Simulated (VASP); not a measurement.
Set up this calculation in VASP 6.6.1, as the native input.

| Item | Value |
| --- | --- |
| Task | single point |
| Functional | LDA |
| Potentials or basis | VASP PAW LDA potentials, release 64 (Ni) |
| Cutoff | 520 eV |
| k mesh | 13 × 13 × 7 |
| Occupations | fermi-dirac, width 0.1 eV |
| Spin | collinear spin, ferromagnetic start |
| Starting moments | [1.0, 1.0] μB |
| Dipole correction | no |
| Further INCAR settings | ALGO = Normal; EDIFF = 1e-06; NBANDS = 21 |

The structure of Ni lies in POSCAR:

```
Ni
1.0
    2.4211002022     -0.0000002855      0.0000000000
   -1.2105498538      2.0967344229      0.0000000000
    0.0000000000      0.0000000000      3.9699671236
Ni
2
Direct
    0.3333333333      0.6666666667      0.2500000000
    0.6666666667      0.3333333333      0.7500000000
```

This isn't the form of Ni at room conditions, which is fcc.

One way to write it, as run:

INCAR

```
SYSTEM = Ni
PREC = Accurate
ENCUT = 520
EDIFF = 1E-6
ISMEAR = -1
SIGMA = 0.1
LREAL = .FALSE.
LASPH = .TRUE.
NELM = 150
ALGO = Normal
ISIF = 2
LWAVE = .FALSE.
LCHARG = .TRUE.
ISPIN = 2
MAGMOM = 1 1
LORBIT = 11
LMAXMIX = 4
LELF = .TRUE.
LVHAR = .TRUE.
NBANDS = 21
```

KPOINTS

```
Automatic mesh
0
G
  13 13 7
  0 0 0
```

Potentials or basis: VASP PAW LDA potentials, release 64 (Ni).

Command:

```bash
$ cat potpaw_LDA.64/Ni/POTCAR > POTCAR
$ mpirun -np 1 vasp_std > vasp.out
```

It gave:

```yaml
Pressure: -0.1 GPa
Net_moment: 1.14 μB per cell
Site_moments: Ni +0.57 μB
Valence_electrons_inside_the_program's_atomic_spheres: Ni 9.47
```

It took 45 s on 1 thread of Intel(R) Xeon(R) Platinum 8488C (Sapphire Rapids) (shared host), peak memory 0.16 GiB.
